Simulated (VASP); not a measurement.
HRh8, 9 atoms in the cell. The cell holds a slab with vacuum, 9 atoms: a = 5.365 Å, b = 3.794 Å, c = 21.240 Å, α = 90.00°, β = 90.00°, γ = 90.00°. 

* Program: VASP 6.6.1
* Task: single point
* Functional: PBE
* Dispersion: D3(BJ)
* Potentials or basis: VASP PAW PBE potentials, release 64 (Rh_pv, H)
* Cutoff: 520 eV
* k mesh: 5 × 7 × 1
* Occupations: gaussian, width 0.1 eV
* Spin: no spin polarisation
* Dipole correction: yes
* Further INCAR settings: ALGO = Normal; EDIFF = 1e-06; NBANDS = 70

Potentials or basis: VASP PAW PBE potentials, release 64 (Rh_pv, H).

Launch:

```bash
$ cat potpaw_PBE.64/Rh_pv/POTCAR potpaw_PBE.64/H/POTCAR > POTCAR
$ mpirun -np 1 vasp_std > vasp.out
```

Hardware: 1 thread of Intel(R) Xeon(R) Platinum 8259CL CPU @ 2.50GHz (Skylake/Cascade Lake), on a shared host.

Task: How long does it take, and how much memory?

Result: Run time: 13 min on 1 thread of Intel(R) Xeon(R) Platinum 8259CL CPU @ 2.50GHz (Skylake/Cascade Lake), on a shared host, peak memory 0.56 GiB. Counts: scf iterations 31, k points 12.
